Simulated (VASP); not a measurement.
# Al2Cu (Fmmm) in VASP: a series of runs

Al2Cu is run at these levels: PBE; tasks: single point, relaxation of cell and atoms.

Everything below comes from runs of VASP 6.6.1. Logs are shortened: lines on timing, memory, paths and dates and some standing lists are left out, and cuts for length are marked.

## 1. The cell of the first run

The structure is orthorhombic, space group Fmmm (No. 69). The conventional cell has a = 3.792 Å, b = 4.081 Å, c = 11.377 Å, α = 90.00°, β = 90.00°, γ = 90.00°. Within 3.5 Å of Al (site symmetry mm2) lie 8 Al at 2.68 to 2.79 Å and 4 Cu at 2.68 to 2.79 Å. Within 3.5 Å of Cu (site symmetry mmm) lie 8 Al at 2.68 to 2.79 Å and 4 Cu at 2.79 Å.

## 2. Single point, PBE

INCAR reads:

```
SYSTEM = Al2Cu
PREC     = Accurate       ! precision mode
ENCUT    = 520            ! plane-wave cutoff, eV
EDIFF    = 1E-7           ! SCF threshold, eV
ISMEAR   = 0              ! smearing method
SIGMA    = 0.1            ! smearing width, eV
LREAL    = .FALSE.        ! projectors in reciprocal space
LASPH    = .TRUE.         ! aspherical terms in the spheres
NELM     = 60             ! most SCF steps
ALGO     = Normal         ! electronic algorithm
ISIF     = 2              ! what is computed and relaxed
LWAVE    = .FALSE.        ! write WAVECAR
LCHARG   = .FALSE.        ! write CHGCAR
GGA      = PE             ! functional
NBANDS   = 16             ! bands
```

KPOINTS reads:

```
regular mesh
0
G
  6 6 6
  0 0 0
```

POSCAR reads:

```
Al2Cu
1.0
    0.0000000000      2.0404401900      5.6884252400
    1.8961417500      0.0000000000      5.6884252400
    1.8961417500      2.0404401900      0.0000000000
Al Cu
2 1
Direct
    0.6666666700      0.6666666700      0.3333333300
    0.3333333300      0.3333333300      0.6666666700
    0.0000000000      0.0000000000      0.0000000000
```

Potentials or basis: VASP PAW PBE potentials, release 64 (Al, Cu).

On the command line:

```bash
$ cat potpaw_PBE.64/Al/POTCAR potpaw_PBE.64/Cu/POTCAR > POTCAR
$ mpirun -np 1 vasp_std > vasp.out
```

OUTCAR:

```text
SYSTEM = Al2Cu
   PREC = Accurate
   ENCUT = 520
   EDIFF = 1E-7
   ISMEAR = 0
   LREAL = .FALSE.
   LASPH = .TRUE.
   NELM = 60
   ISIF = 2
   GGA = PE

 ion  position               nearest neighbor table
   1  0.667  0.667  0.333-   2 2.68   2 2.68   3 2.68   3 2.68   2 2.79   2 2.79   3 2.79   3 2.79

   2  0.333  0.333  0.667-   1 2.68   1 2.68   3 2.68   3 2.68   1 2.79   1 2.79   3 2.79   3 2.79

   3  0.000  0.000  0.000-   1 2.68   1 2.68   2 2.68   2 2.68   2 2.79   1 2.79   1 2.79   2 2.79

  LATTYP: Found a face centered orthorhombic cell.
 ALAT       =     3.7922835000
 B/A-ratio  =     1.0761010826
 C/A-ratio  =     2.9999999947

  Lattice vectors:

 A1 = (   0.0000000000,   2.0404401900,   5.6884252400)
 A2 = (   1.8961417500,   0.0000000000,   5.6884252400)
 A3 = (   1.8961417500,   2.0404401900,   0.0000000000)

Analysis of symmetry for initial positions (statically):
=====================================================================
 Subroutine PRICEL returns:
 Original cell was already a primitive cell.

 Routine SETGRP: Setting up the symmetry group for a
 face centered orthorhombic supercell.

 Subroutine GETGRP returns: Found  8 space group operations
 (whereof  8 operations were pure point group operations)
 out of a pool of  8 trial point group operations.

The static configuration has the point symmetry D_2h.

Analysis of symmetry for dynamics (positions and initial velocities):
=====================================================================
 Subroutine PRICEL returns:
 Original cell was already a primitive cell.

 Routine SETGRP: Setting up the symmetry group for a
 face centered orthorhombic supercell.

 Subroutine GETGRP returns: Found  8 space group operations
 (whereof  8 operations were pure point group operations)
 out of a pool of  8 trial point group operations.

The dynamic configuration has the point symmetry D_2h.

 Subroutine INISYM returns: Found  8 space group operations
 (whereof  8 operations are pure point group operations),
 and found     1 'primitive' translations

----------------------------------------------------------------------------------------

                                     Primitive cell

[... 89 lines left out ...]
   LASPH  =      T    aspherical Exc in radial PAW
   ENCUT  =  520.0 eV  38.22 Ry    6.18 a.u.  11.24 11.15  5.18*2*pi/ulx,y,z
   NELM   =     60;   NELMIN=  2; NELMDL= -5     # of ELM steps
   EDIFF  = 0.1E-06   stopping-criterion for ELM
   LREAL  =      F    real-space projection
   EDIFFG = 0.1E-05   stopping-criterion for IOM
   NSW    =      0    number of steps for IOM
   IBRION =     -1    ionic relax: 0-MD 1-quasi-New 2-CG
   NFREE  =      0    steps in history (QN), initial steepest desc. (CG)
   ISIF   =      2    stress and relaxation
   ISYM   =      2    0-nonsym 1-usesym 2-fastsym
   POTIM  = 0.5000    time-step for ionic-motion
   TEBEG  =    0.0;   TEEND  =   0.0 temperature during run
   PSTRESS=    0.0 pullay stress
   NELECT =      17.0000    total number of electrons
   NUPDOWN=      -1.0000    fix difference up-down
   EMIN   =  10.00;   EMAX   =-10.00  energy-range for DOS
   EFERMI =   0.00;   METHOD = LEGACY
   ISMEAR =     0;   SIGMA  =   0.10  broadening in eV -4-tet -1-fermi 0-gaus
   EFERMI_NEDOS =   21; number of points for ismear=-14 and -15
   IALGO  =     38    algorithm
   IMIX   =      4    mixing-type and parameters
     AMIX     =   0.40;   BMIX     =  1.00
     AMIX_MAG =   1.60;   BMIX_MAG =  1.00
  volume/ion in A,a.u.               =      14.67        99.01
  Fermi-wavevector in a.u.,A,eV,Ry     =   1.192209  2.252947 19.338793  1.421361
  Thomas-Fermi vector in A             =   2.328252
   LORBIT       =      0    0 simple, 1 ext, 2 COOP (PROOUT), +10 PAW based schemes
   GGA     = PE    functional components
   LHFCALC =     F    Hartree Fock is set to
   AEXX    =    0.0000 exact exchange contribution
   IVDW    =     0    specifies the selected vdW correction
   LEPSILON=     F    determine dielectric tensor
   LRPA    =     F    only Hartree local field effects (RPA)
 non-spin polarized calculation
 Gauss-broadening in eV      SIGMA  =   0.10
  energy-cutoff  :      520.00
  volume of cell :       44.02
 maximum number of plane-waves:      1201
 NGX is ok and might be reduce to    48
   NGX = 23   NGY = 23   NGZ = 11

 number of electron      16.9999995 magnetization

 Free energy of the ion-electron system (eV)
  ---------------------------------------------------
  ext. energy  EPLUGINS =         0.00000000
  ---------------------------------------------------
  free energy    TOTEN  =       -11.41251648 eV

  energy without entropy =      -11.40459973  energy(sigma->0) =      -11.40855810

 E-fermi :   8.0781     XC(G=0): -10.9391

 val. band max:        8.0699326754   @ k =  -0.3333   0.1667   0.0000
 cond. band min:       8.1223096151   @ k =   0.3333   0.0000   0.3333
 fundamental gap:      0.0523769397
 Fermi energy:         8.0780714261

 k-point     1 :       0.0000    0.0000    0.0000
  band No.  band energies     occupation
      1      -2.9247      2.00000
      2       1.7224      2.00000
      3       1.8857      2.00000
      4       4.1876      2.00000
      5       4.8514      2.00000
      6       5.0010      2.00000
[... 433 lines left out ...]
      3       4.2311      2.00000
      4       4.4311      2.00000
      5       4.8074      2.00000
      6       4.8175      2.00000
[... 8 lines left out ...]
     15      18.2459      0.00000
     16      20.4541      0.00000

 [... further k-points ...]

------------------------ aborting loop because EDIFF is reached ----------------------------------------

  FORCE on cell =-STRESS in cart. coord.  units (eV):
  Direction    XX          YY          ZZ          XY          YZ          ZX
  --------------------------------------------------------------------------------------
  -------------------------------------------------------------------------------------
  Total        0.7327948     -1.3138000      0.7435299     -0.0000000      0.0000000      0.0000000
  in kB       26.6732700    -47.8214917     27.0640211     -0.0000000      0.0000000      0.0000000
  external PRESSURE =       1.9719331 kB  Pullay stress =       0.0000000 kB

 VOLUME and BASIS-vectors are now :
 -----------------------------------------------------------------------------
  energy-cutoff  :      520.00
  volume of cell :       44.02
      direct lattice vectors                 reciprocal lattice vectors
     0.000000000  2.040440190  5.688425240    -0.263693366  0.245045164  0.087897789
     1.896141750  0.000000000  5.688425240     0.263693366 -0.245045164  0.087897789
     1.896141750  2.040440190  0.000000000     0.263693366  0.245045164 -0.087897789

 POSITION                                       TOTAL-FORCE (eV/Angst)
 -----------------------------------------------------------------------------------
      1.89614      2.04044      7.58457         0.000000      0.000000     -0.920678
      1.89614      2.04044      3.79228         0.000000      0.000000      0.920678
      0.00000      0.00000      0.00000         0.000000      0.000000      0.000000
 -----------------------------------------------------------------------------------
    total drift:                               -0.000000      0.000000      0.000000

  FREE ENERGIE OF THE ION-ELECTRON SYSTEM (eV)
  ---------------------------------------------------
  free  energy   TOTEN  =       -11.4125164751 eV

  energy  without entropy=      -11.4045997294  energy(sigma->0) =      -11.40855810
```

Wall time 54 s (1 thread of AMD EPYC 7R13 (Zen 3), shared host); peak memory 0.2 GiB.

What came out:

| Property | Result |
| --- | --- |
| Free energy | -11.4125 eV |
| Pressure | 0.2 GPa |
| Largest force | 0.921 eV/Å |
| Band gap on the k mesh | zero (an odd number of electrons rules out a gap without spin polarisation) |

Forces in eV/Å, atoms in the order of the input:
```
Al   0.000  0.000 -0.921
Al   0.000  0.000  0.921
Cu   0.000  0.000  0.000
```

Caveat: the k points lie up to 0.39 Å⁻¹ apart, too coarse for converged energies and pressures of a metal.

## 3. Relaxation of cell and atoms, PBE

INCAR reads:

```
SYSTEM = Al2Cu
PREC = Accurate
ENCUT = 600
EDIFF = 1E-6
ISMEAR = 0
SIGMA = 0.1
LREAL = .FALSE.
LASPH = .TRUE.
NELM = 60
ALGO = Normal
ISIF = 3
LWAVE = .FALSE.
LCHARG = .FALSE.
GGA = PE
IBRION = 2
NSW = 90
EDIFFG = -0.04
```

KPOINTS reads:

```
Automatic mesh
0
G
  6 6 6
  0 0 0
```

POSCAR is that of step 2.

Potentials or basis: VASP PAW PBE potentials, release 64 (Al, Cu).

On the command line:

```bash
$ cat potpaw_PBE.64/Al/POTCAR potpaw_PBE.64/Cu/POTCAR > POTCAR
$ mpirun -np 1 vasp_std > vasp.out
```

Wall time 3.8 min (1 thread of AMD EPYC 7R13 (Zen 3), shared host); peak memory 0.21 GiB.

The run converged. Its results:

```
Free energy                           : -11.5362 eV
Relaxed volume                        : 14.68 Å³/atom
Relaxed cell                          : a = 6.055 Å, b = 6.054 Å, c = 2.773 Å, α = 76.78°, β = 76.75°, γ = 26.47°
Space group after relaxing (to 0.1 Å) : I4/mmm (No. 139)
Energy gained by relaxing             : 41.2 meV/atom
Ionic steps                           : 12
Pressure after relaxing               : -0.1 GPa
Largest force after relaxing          : 0.011 eV/Å
Band gap on the k mesh                : zero (an odd number of electrons rules out a gap without spin polarisation)
```

Forces in eV/Å, atoms in the order of the input:
```
Al   0.000  0.000 -0.011
Al   0.000  0.000  0.011
Cu   0.000  0.000  0.000
```

Stress tensor (GPa, compression positive):
```
 0.02  0.00  0.00
 0.00 -0.24  0.00
 0.00  0.00  0.03
```

The path:
| step | energy change (eV) | largest force (eV/Å) | pressure (GPa) | volume (Å³) |
| --- | --- | --- | --- | --- |
| 1 | 0.0000 | 0.9209 | 0.20 | 44.02 |
| 2 | -0.0884 | 0.3825 | -0.18 | 44.12 |
| 3 | -0.1016 | 0.2579 | -0.37 | 44.15 |
| 4 | -0.1107 | 0.0072 | -0.36 | 44.20 |
| 5 | -0.1121 | 0.1161 | -0.40 | 44.18 |
| 6 | -0.1125 | 0.0767 | -0.36 | 44.19 |
| 7 | -0.1229 | 0.0320 | 0.23 | 43.94 |
| 8 | -0.1229 | 0.0317 | 0.48 | 43.94 |
| 9 | -0.1230 | 0.0268 | -0.55 | 44.25 |
| 10 | -0.1232 | 0.0295 | -0.19 | 44.08 |
| 11 | -0.1232 | 0.0291 | -0.25 | 44.10 |
| 12 | -0.1235 | 0.0107 | -0.06 | 44.03 |

Final structure:
```
Al Cu
1.0
     0.00000    1.96165    5.72835
     1.95934    0.00000    5.72835
     1.95934    1.96165    0.00000
Al Cu
2 1
Direct
  0.65767 0.65767 0.34233
  0.34233 0.34233 0.65767
  0.00000 0.00000 0.00000
```

Levels at points of the mesh, in eV from the Fermi level:
```tsv
k point	band 4	band 5	band 6	band 7	band 8	band 9	band 10	band 11	band 12
(0.00, 0.00, 0.00)	-4.09	-3.34	-3.20	-3.20	-2.82	6.42	6.99	8.01	8.17
(0.50, 0.00, 0.00)	-3.90	-3.72	-3.27	-3.10	-2.77	-1.30	0.73	2.28	7.36
(0.50, 0.50, 0.00)	-4.09	-3.20	-3.19	-2.82	-1.50	1.22	7.01	7.15	7.16
(0.50, 0.00, 0.50)	-3.45	-2.47	-2.09	-0.63	-0.55	0.20	0.33	2.76	2.86
(0.00, 0.50, 0.50)	-3.45	-2.47	-2.07	-0.65	-0.57	0.18	0.35	2.74	2.88
```

Caveat: the k points lie up to 0.39 Å⁻¹ apart in the final cell, too coarse for converged energies and pressures of a metal.
